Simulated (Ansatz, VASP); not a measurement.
**Ga2SbP in VASP and in Ansatz**

Contents of POSCAR:

```
Ga2SbP
1.0
    4.1728897397      0.0000000000      0.0000000000
    0.0000000000      4.1728897397      0.0000000000
    0.0000000000      0.0000000000      5.9173154494
P Ga Sb
1 2 1
Direct
    0.0000000000      0.0000000000      0.0000000000
    0.0000000000      0.5000000000      0.7759653733
    0.5000000000      0.0000000000      0.2240346267
    0.5000000000      0.5000000000      0.5000000000
```

Contents of INCAR.step1:

```
PREC = Accurate
ENCUT = 520
ISMEAR = -1
SIGMA = 0.02
LREAL = F
LASPH = T
NELM = 80
NBANDS = 26
GGA = PE
ALGO = Normal
EDIFF = 1E-4
LWAVE = T
LCHARG = F
```

INCAR.step2

```
PREC = Accurate
ENCUT = 520
EDIFF = 1E-6
ISMEAR = -1
SIGMA = 0.02
LREAL = F
LASPH = T
NELM = 80
ALGO = Normal
ISIF = 2
LWAVE = F
LCHARG = F
METAGGA = R2SCAN
LMIXTAU = T
NBANDS = 26
ISTART = 1
```

Contents of KPOINTS:

```
Automatic mesh
0
Gamma
  6 6 4
```

Input for Ansatz:

```yaml
crystal:
  lattice:
    - [4.1728897397, 0.0, 0.0]
    - [0.0, 4.1728897397, 0.0]
    - [0.0, 0.0, 5.9173154494]
  atoms:
    - { symbol: P, position: [0.0, 0.0, 0.0] }
    - { symbol: Ga, position: [0.0, 0.5, 0.7759653733] }
    - { symbol: Sb, position: [0.5, 0.5, 0.5] }
    - { symbol: Ga, position: [0.5, 0.0, 0.2240346267] }
kpoints:
  mp_grid: { grid: [6, 6, 4] }
hamiltonian:
  xc: r2scan
scf:
  occupations: { method: fermi_dirac, width: 0.02 }
  n_extra_bands: 5
output:
  forces: true
  stress: true
  eigenvalues: true
```

Alike in both runs: task single point; functional r2SCAN; k mesh 6 × 6 × 4; occupations fermi-dirac, width 0.02 eV; no spin polarisation.

|  | VASP | Ansatz |
| --- | --- | --- |
| version | VASP 6.6.1 | Ansatz 0.2.0 |
| potentials or method | VASP PAW PBE potentials, release 64 (P, Ga_d, Sb) | plane waves, PAW |
| plane-wave cutoff (eV) | 520 | 500 |
| valence electrons in the cell | 36 | 46 |

VASP gave:

```
pressure (GPa)                     : -3.4
rms of the force components (eV/Å) : 0.023
```

Estimate Ansatz's values.

pressure (GPa): -3.5; rms of the force components (eV/Å): 0.030.

VASP's potentials were made for PBE, not for r2SCAN. VASP's potentials hold 36 valence electrons a cell and Ansatz's 46, so a difference there can come from the potentials and not from the codes.

Spin-orbit coupling is off throughout.
